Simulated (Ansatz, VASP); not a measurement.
## TiSn2GeSe6 in VASP and in Ansatz

INCAR

```
SYSTEM = TiSn2GeSe6
PREC     = Accurate       ! precision mode
ENCUT    = 520            ! plane-wave cutoff, eV
EDIFF    = 1E-6           ! SCF threshold, eV
ISMEAR   = 0              ! smearing method
SIGMA    = 0.1            ! smearing width, eV
LREAL    = .FALSE.        ! projectors in reciprocal space
LASPH    = .TRUE.         ! aspherical terms in the spheres
NELM     = 150            ! most SCF steps
ALGO     = Normal         ! electronic algorithm
ISIF     = 2              ! what is computed and relaxed
LWAVE    = .FALSE.        ! write WAVECAR
LCHARG   = .FALSE.        ! write CHGCAR
ISPIN    = 2              ! spin polarisation
MAGMOM   = 1 0 0 0 0 0 0 0 0 0 ! initial moments
LORBIT   = 11             ! projections on sites
LMAXMIX  = 4              ! l up to which the mixer works
GGA      = PE             ! functional
NBANDS   = 60             ! bands
```

File KPOINTS:

```
Automatic mesh
0
G
  4 4 4
  0 0 0
```

The input POSCAR:

```
TiSn2GeSe6
1.0
    0.0000000000      4.8737681100      4.8737681100
    4.8737681100      0.0000000000      4.8737681100
    4.8737681100      4.8737681100      0.0000000000
Ti Sn Ge Se
1 2 1 6
Direct
    0.0000000000      0.0000000000      0.0000000000
    0.2500000000      0.2500000000      0.2500000000
    0.7500000000      0.7500000000      0.7500000000
    0.5000000000      0.5000000000      0.5000000000
    0.7500000000      0.2500000000      0.2500000000
    0.2500000000      0.7500000000      0.7500000000
    0.2500000000      0.7500000000      0.2500000000
    0.7500000000      0.2500000000      0.7500000000
    0.2500000000      0.2500000000      0.7500000000
    0.7500000000      0.7500000000      0.2500000000
```

Input for Ansatz:

```yaml
crystal:
  lattice:
    - [0.0, 4.87376811, 4.87376811]
    - [4.87376811, 0.0, 4.87376811]
    - [4.87376811, 4.87376811, 0.0]
  atoms:
    - { symbol: Ti, position: [0.0, 0.0, 0.0], spin: 1.0 }
    - { symbol: Sn, position: [0.25, 0.25, 0.25] }
    - { symbol: Sn, position: [0.75, 0.75, 0.75] }
    - { symbol: Ge, position: [0.5, 0.5, 0.5] }
    - { symbol: Se, position: [0.75, 0.25, 0.25] }
    - { symbol: Se, position: [0.25, 0.75, 0.75] }
    - { symbol: Se, position: [0.25, 0.75, 0.25] }
    - { symbol: Se, position: [0.75, 0.25, 0.75] }
    - { symbol: Se, position: [0.25, 0.25, 0.75] }
    - { symbol: Se, position: [0.75, 0.75, 0.25] }
basis:
  ecutwfc: 420
kpoints:
  mp_grid: { grid: [4, 4, 4] }
hamiltonian:
  xc: pbe
scf:
  occupations: { method: gaussian, width: 0.1 }
  lower_state_search: "off"
output:
  forces: true
  stress: true
  eigenvalues: true
  populations: true
magnetization:
  spin_polarized: true
```

Alike in both runs: task single point; functional PBE; k mesh 4 × 4 × 4; occupations gaussian, width 0.1 eV; collinear spin.

|  | VASP | Ansatz |
| --- | --- | --- |
| version | VASP 6.6.1 | Ansatz 0.2.0 |
| potentials or method | VASP PAW PBE potentials, release 64 (Ti_sv, Sn_d, Ge_d, Se), cutoff 520 eV | scalar-relativistic, plane waves, PAW |
| valence electrons in the cell | 90 | 150 |

```csv
,VASP,Ansatz,Ansatz less VASP
gap on the k mesh at the Fermi level (eV),none,none,-
pressure (GPa),6.3,6.2,-0.06
net moment per atom (μB),0.00,0.00,0.000
```

A gap of «none» marks a metal or a gap that the smearing closes. With one functional, cell and mesh, what is left measures potentials, basis and numerics. VASP's potentials hold 90 valence electrons a cell and Ansatz's 150, so a difference there can come from the potentials and not from the codes. Ansatz's warnings: seeded moment not kept.
